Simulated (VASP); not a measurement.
# CdTe (F-43m) in VASP: notebook

Runs on CdTe. Level: LDA. Tasks: single point.

Everything below comes from runs of VASP 6.6.1. Logs are shortened: lines on timing, memory, paths and dates and some standing lists are left out, and cuts for length are marked.

## 1. The cell of the first run

It takes space group F-43m (No. 216, cubic). Conventional cell: a = 5.995 Å, b = 5.995 Å, c = 5.995 Å, α = 90.00°, β = 90.00°, γ = 90.00°. Cd (site symmetry -43m) has 4 Te at 2.60 Å within 3.4 Å. Te (site symmetry -43m) has 4 Cd at 2.60 Å within 3.4 Å.

## 2. Single point, LDA

Input file INCAR:

```
SYSTEM = CdTe
  ALGO = Normal
  EDIFF = 1E-6
  ENCUT = 520
  ISIF = 2
  ISMEAR = 0
  LASPH = .TRUE.
  LCHARG = .TRUE.
  LELF = .TRUE.
  LREAL = .FALSE.
  LVHAR = .TRUE.
  LWAVE = .FALSE.
  NBANDS = 16
  NELM = 60
  PREC = Accurate
  SIGMA = 0.01
```

Input file KPOINTS:

```
k-points
0
G
  6 6 6
  0 0 0
```

Input file POSCAR:

```
CdTe
1.0
    2.9975462075      2.9975462075      0.0000000000
   -2.9975462075      2.9975462075      0.0000000000
    0.0000000000      2.9975462075      2.9975462075
Cd Te
1 1
Direct
    0.0000000000      0.0000000000      0.0000000000
    0.7500000000      0.2500000000      0.5000000000
```

Potentials or basis: VASP PAW LDA potentials, release 64 (Cd, Te).

Command:

```console
$ cat potpaw_LDA.64/Cd/POTCAR potpaw_LDA.64/Te/POTCAR > POTCAR
$ mpirun -np 1 vasp_std > vasp.out
```

OUTCAR:

```text
SYSTEM = CdTe
   EDIFF = 1E-6
   ENCUT = 520
   ISIF = 2
   ISMEAR = 0
   LASPH = .TRUE.
   LREAL = .FALSE.
   NELM = 60
   PREC = Accurate

 ion  position               nearest neighbor table
   1  0.000  0.000  0.000-   2 2.60   2 2.60   2 2.60   2 2.60
   2  0.750  0.250  0.500-   1 2.60   1 2.60   1 2.60   1 2.60

  LATTYP: Found a face centered cubic cell.
 ALAT       =     5.9950924150

  Lattice vectors:

 A1 = (   0.0000000000,   2.9975462075,   2.9975462075)
 A2 = (   2.9975462075,   0.0000000000,   2.9975462075)
 A3 = (   2.9975462075,   2.9975462075,   0.0000000000)

Analysis of symmetry for initial positions (statically):
=====================================================================
 Subroutine PRICEL returns:
 Original cell was already a primitive cell.

 Routine SETGRP: Setting up the symmetry group for a
 face centered cubic supercell.

 Subroutine GETGRP returns: Found 24 space group operations
 (whereof 24 operations were pure point group operations)
 out of a pool of 48 trial point group operations.

The static configuration has the point symmetry T_d .

Analysis of symmetry for dynamics (positions and initial velocities):
=====================================================================
 Subroutine PRICEL returns:
 Original cell was already a primitive cell.

 Routine SETGRP: Setting up the symmetry group for a
 face centered cubic supercell.

 Subroutine GETGRP returns: Found 24 space group operations
 (whereof 24 operations were pure point group operations)
 out of a pool of 48 trial point group operations.

The dynamic configuration has the point symmetry T_d .

 Subroutine INISYM returns: Found 24 space group operations
 (whereof 24 operations are pure point group operations),
 and found     1 'primitive' translations

----------------------------------------------------------------------------------------

                                     Primitive cell

  volume of cell :      53.8676

  direct lattice vectors                    reciprocal lattice vectors
     2.997546208  2.997546208  0.000000000     0.166803100  0.166803100 -0.166803100
    -2.997546208  2.997546208  0.000000000    -0.166803100  0.166803100 -0.166803100
     0.000000000  2.997546208  2.997546208     0.000000000  0.000000000  0.333606200

  length of vectors
     4.239170500  4.239170500  4.239170500     0.288911444  0.288911444  0.333606200

  position of ions in fractional coordinates (direct lattice)
     0.000000000  0.000000000  0.000000000
     0.750000000  0.250000000  0.500000000

  ion indices of the primitive-cell ions
   primitive index   ion index
                 1           1
                 2           2

----------------------------------------------------------------------------------------

 KPOINTS: k-points

Automatic generation of k-mesh.
 Grid dimensions read from file:
 generate k-points for:    6    6    6

 Generating k-lattice:

  Cartesian coordinates                     Fractional coordinates (reciprocal lattice)
     0.027800517  0.027800517 -0.027800517     0.166666667  0.000000000  0.000000000
    -0.027800517  0.027800517 -0.027800517     0.000000000  0.166666667  0.000000000
     0.000000000  0.000000000  0.055601033     0.000000000  0.000000000  0.166666667

  Length of vectors
     0.048151907  0.048151907  0.055601033

  Shift w.r.t. Gamma in fractional coordinates (k-lattice)
     0.000000000  0.000000000  0.000000000

 Subroutine IBZKPT returns following result:
 ===========================================

 Found     16 irreducible k-points:

 Following reciprocal coordinates:
            Coordinates               Weight
  0.000000  0.000000  0.000000      1.000000
  0.166667  0.000000  0.000000      8.000000
  0.333333  0.000000  0.000000      8.000000
  0.500000  0.000000  0.000000      4.000000
  0.166667  0.166667  0.000000     12.000000
  0.333333  0.166667  0.000000     24.000000
[... 8 lines left out ...]
  0.500000  0.333333  0.166667     24.000000
  0.500000  0.500000  0.166667     12.000000
   k-points           NKPTS =     16   k-points in BZ     NKDIM =     16   number of bands    NBANDS=     16
   number of dos      NEDOS =    301   number of ions     NIONS =      2
   total plane-waves  NPLWV =  32768
   dimension x,y,z NGX =    32 NGY =   32 NGZ =   32
   dimension x,y,z NGXF=    64 NGYF=   64 NGZF=   64
   ions per type =               1   1
   NGX,Y,Z   is equivalent  to a cutoff of  12.55, 12.55, 12.55 a.u.
   NGXF,Y,Z  is equivalent  to a cutoff of  25.10, 25.10, 25.10 a.u.
 SYSTEM =  CdTe
   PREC   = accura    normal or accurate (medium, high low for compatibility)
   ISTART =      0    job   : 0-new  1-cont  2-samecut
   ICHARG =      2    charge: 1-file 2-atom 10-const
   ISPIN  =      1    spin polarized calculation?
   LNONCOLLINEAR =      F non collinear calculations
   LSORBIT =      F    spin-orbit coupling
   LASPH  =      T    aspherical Exc in radial PAW
   ENCUT  =  520.0 eV  38.22 Ry    6.18 a.u.   7.88  7.88  7.88*2*pi/ulx,y,z
   NELM   =     60;   NELMIN=  2; NELMDL= -5     # of ELM steps
   EDIFF  = 0.1E-05   stopping-criterion for ELM
   LREAL  =      F    real-space projection
   EDIFFG = 0.1E-04   stopping-criterion for IOM
   NSW    =      0    number of steps for IOM
   IBRION =     -1    ionic relax: 0-MD 1-quasi-New 2-CG
   NFREE  =      0    steps in history (QN), initial steepest desc. (CG)
   ISIF   =      2    stress and relaxation
   ISYM   =      2    0-nonsym 1-usesym 2-fastsym
   POTIM  = 0.5000    time-step for ionic-motion
   TEBEG  =    0.0;   TEEND  =   0.0 temperature during run
   PSTRESS=    0.0 pullay stress
   NELECT =      18.0000    total number of electrons
   NUPDOWN=      -1.0000    fix difference up-down
   EMIN   =  10.00;   EMAX   =-10.00  energy-range for DOS
   EFERMI =   0.00;   METHOD = LEGACY
   ISMEAR =     0;   SIGMA  =   0.01  broadening in eV -4-tet -1-fermi 0-gaus
   EFERMI_NEDOS =   21; number of points for ismear=-14 and -15
   IALGO  =     38    algorithm
   IMIX   =      4    mixing-type and parameters
     AMIX     =   0.40;   BMIX     =  1.00
     AMIX_MAG =   1.60;   BMIX_MAG =  1.00
  volume/ion in A,a.u.               =      26.93       181.76
  Fermi-wavevector in a.u.,A,eV,Ry     =   1.136030  2.146785 17.559190  1.290564
  Thomas-Fermi vector in A             =   2.272735
   LORBIT       =      0    0 simple, 1 ext, 2 COOP (PROOUT), +10 PAW based schemes
   GGA     = CA    functional components
   LHFCALC =     F    Hartree Fock is set to
   AEXX    =    0.0000 exact exchange contribution
   IVDW    =     0    specifies the selected vdW correction
   LEPSILON=     F    determine dielectric tensor
   LRPA    =     F    only Hartree local field effects (RPA)
 non-spin polarized calculation
 Gauss-broadening in eV      SIGMA  =   0.01
  energy-cutoff  :      520.00
  volume of cell :       53.87
 maximum number of plane-waves:      1464
   NGX = 15   NGY = 15   NGZ = 15

 number of electron      17.9999992 magnetization

 Free energy of the ion-electron system (eV)
  ---------------------------------------------------
  ext. energy  EPLUGINS =         0.00000000
  ---------------------------------------------------
  free energy    TOTEN  =        -5.55146841 eV

  energy without entropy =       -5.55146841  energy(sigma->0) =       -5.55146841

 E-fermi :   4.7292     XC(G=0):  -9.9896

 val. band max:        4.6811340475   @ k =   0.0000   0.0000   0.0000
 cond. band min:       5.9701702822   @ k =   0.0000   0.0000   0.0000
 fundamental gap:      1.2890362347
 Fermi energy:         4.7291884546

 k-point     1 :       0.0000    0.0000    0.0000
  band No.  band energies     occupation
      1      -8.2154      2.00000
      2      -4.7661      2.00000
      3      -4.7661      2.00000
      4      -4.7661      2.00000
      5      -4.2869      2.00000
      6      -4.2869      2.00000
[... 8 lines left out ...]
     15      14.3918      0.00000
     16      14.3918      0.00000

 k-point     2 :       0.1667    0.0000    0.0000
  band No.  band energies     occupation
      1      -8.0514      2.00000
      2      -4.7314      2.00000
      3      -4.7314      2.00000
      4      -4.6705      2.00000
      5      -4.2908      2.00000
      6      -4.2908      2.00000
[... 8 lines left out ...]
     15      13.1069      0.00000
     16      13.1069      0.00000

 k-point     3 :       0.3333    0.0000    0.0000
  band No.  band energies     occupation
      1      -7.7183      2.00000
      2      -4.6728      2.00000
      3      -4.6728      2.00000
      4      -4.2844      2.00000
      5      -4.2844      2.00000
      6      -4.2506      2.00000
[... 8 lines left out ...]
     15      13.6909      0.00000
     16      13.6909      0.00000

 k-point     4 :       0.5000    0.0000    0.0000
  band No.  band energies     occupation
      1      -7.5555      2.00000
      2      -4.6512      2.00000
      3      -4.6512      2.00000
      4      -4.2714      2.00000
      5      -4.2714      2.00000
      6      -3.7113      2.00000
[... 8 lines left out ...]
     15      15.3767      0.00000
     16      15.3767      0.00000
[... 172 lines left out ...]
 k-point    14 :       0.3333    0.3333    0.1667
  band No.  band energies     occupation
      1      -7.5087      2.00000
      2      -4.5921      2.00000
      3      -4.5850      2.00000
      4      -4.3925      2.00000
      5      -4.2689      2.00000
      6      -3.8540      2.00000
[... 8 lines left out ...]
     15      15.5527      0.00000
     16      16.5860      0.00000

 k-point    15 :       0.5000    0.3333    0.1667
  band No.  band energies     occupation
      1      -7.4083      2.00000
      2      -4.5874      2.00000
      3      -4.5506      2.00000
      4      -4.3418      2.00000
      5      -4.2921      2.00000
      6      -3.4339      2.00000
[... 8 lines left out ...]
     15      15.6778      0.00000
     16      16.5590      0.00000

 k-point    16 :       0.5000    0.5000    0.1667
  band No.  band energies     occupation
      1      -7.3593      2.00000
      2      -4.5584      2.00000
      3      -4.5104      2.00000
      4      -4.3846      2.00000
      5      -4.2723      2.00000
      6      -3.3313      2.00000
[... 8 lines left out ...]
     15      16.5553      0.00000
     16      16.7890      0.00000

------------------------ aborting loop because EDIFF is reached ----------------------------------------

  FORCE on cell =-STRESS in cart. coord.  units (eV):
  Direction    XX          YY          ZZ          XY          YZ          ZX
  --------------------------------------------------------------------------------------
  -------------------------------------------------------------------------------------
  Total        5.2438563      5.2438563      5.2438563     -0.0000000     -0.0000000      0.0000000
  in kB      155.9673551    155.9673551    155.9673551     -0.0000000     -0.0000000      0.0000000
  external PRESSURE =     155.9673551 kB  Pullay stress =       0.0000000 kB

 VOLUME and BASIS-vectors are now :
 -----------------------------------------------------------------------------
  energy-cutoff  :      520.00
  volume of cell :       53.87
      direct lattice vectors                 reciprocal lattice vectors
     2.997546208  2.997546208  0.000000000     0.166803100  0.166803100 -0.166803100
    -2.997546208  2.997546208  0.000000000    -0.166803100  0.166803100 -0.166803100
     0.000000000  2.997546208  2.997546208     0.000000000  0.000000000  0.333606200

 POSITION                                       TOTAL-FORCE (eV/Angst)
 -----------------------------------------------------------------------------------
      0.00000      0.00000      0.00000        -0.000000      0.000000      0.000000
      1.49877      4.49632      1.49877         0.000000     -0.000000     -0.000000
 -----------------------------------------------------------------------------------
    total drift:                                0.000001     -0.000000      0.000000

  FREE ENERGIE OF THE ION-ELECTRON SYSTEM (eV)
  ---------------------------------------------------
  free  energy   TOTEN  =        -5.5514684081 eV

  energy  without entropy=       -5.5514684081  energy(sigma->0) =       -5.55146841
```

It took 24 s on 1 thread of AMD EPYC 7R13, shared host; peak memory 0.13 GiB.

What came out:

```
Free energy            : -5.5515 eV
Pressure               : 15.6 GPa
Band gap on the k mesh : 1.29 eV, direct
```

Levels at points of the mesh, in eV from the valence-band top:
```tsv
k point	band 6	band 7	band 8	band 9	band 10	band 11	band 12	band 13
(0.00, 0.00, 0.00)	-8.97	0.00	0.00	0.00	1.29	4.23	4.23	4.23
(0.50, 0.00, 0.00)	-8.39	-6.08	-1.22	-1.22	1.85	4.91	4.91	6.73
(0.50, 0.50, 0.00)	-8.16	-5.67	-2.86	-2.86	1.84	2.31	10.09	10.17
```

Caveat: spin-orbit coupling is left out, which moves the levels of the heavy elements.

(Part 1 of 2 ends here.)
